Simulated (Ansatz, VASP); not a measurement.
## One calculation of Pt, two programs

Contents of POSCAR:

```
Pt
1.0
    0.0000000000      1.9700750518      1.9700750518
    1.9700750518      0.0000000000      1.9700750518
    1.9700750518      1.9700750518      0.0000000000
Pt
1
Direct
    0.0000000000      0.0000000000      0.0000000000
```

The input INCAR.step1:

```
ALGO = Normal
EDIFF = 1E-5
ENCUT = 550
GGA = PE
GGA_COMPAT = F
ISMEAR = 0
LASPH = T
LCHARG = F
LREAL = F
LWAVE = T
NBANDS = 11
NELM = 120
PREC = Accurate
SIGMA = 0.05
```

Contents of INCAR.step2:

```
ALGO = Normal
EDIFF = 1E-6
ENCUT = 550
GGA_COMPAT = F
ISIF = 2
ISMEAR = 0
ISTART = 1
LASPH = T
LCHARG = F
LMIXTAU = T
LREAL = F
LWAVE = F
METAGGA = R2SCAN
NBANDS = 11
NELM = 120
PREC = Accurate
SIGMA = 0.05
```

KPOINTS

```
k-points
0
Gamma
  18 18 18
```

Input for Ansatz:

```yaml
crystal:
  lattice:
    - [0.0, 1.9700750518, 1.9700750518]
    - [1.9700750518, 0.0, 1.9700750518]
    - [1.9700750518, 1.9700750518, 0.0]
  atoms:
    - { symbol: Pt, position: [0.0, 0.0, 0.0] }
basis:
  ecutwfc: 600
  ecutrho_ratio: 5
kpoints:
  mp_grid: { grid: [18, 18, 18] }
hamiltonian:
  xc: r2scan
scf:
  occupations: { method: gaussian, width: 0.05 }
output:
  forces: true
  stress: true
  eigenvalues: true
```

Alike in both runs: task single point; functional r2SCAN; k mesh 18 × 18 × 18; occupations gaussian, width 0.05 eV; no spin polarisation.

|  | VASP | Ansatz |
| --- | --- | --- |
| version | VASP 6.6.1 | Ansatz 0.2.0 |
| potentials or method | VASP PAW PBE potentials, release 64 (Pt), cutoff 550 eV | scalar-relativistic, plane waves, PAW |
| valence electrons in the cell | 10 | 18 |

|  | VASP | Ansatz | Ansatz less VASP |
| --- | --- | --- | --- |
| gap on the k mesh at the Fermi level (eV) | none | none | - |
| pressure (GPa) | 0.7 | 0.0 | -0.71 |

VASP's potentials were made for PBE, not for r2SCAN. A gap of «none» marks a metal or a gap that the smearing closes. The functional is the same, so the differences come from potentials, cutoffs and numerics. VASP's potentials hold 10 valence electrons a cell and Ansatz's 18, so a difference there can come from the potentials and not from the codes.

Spin-orbit coupling is off throughout.
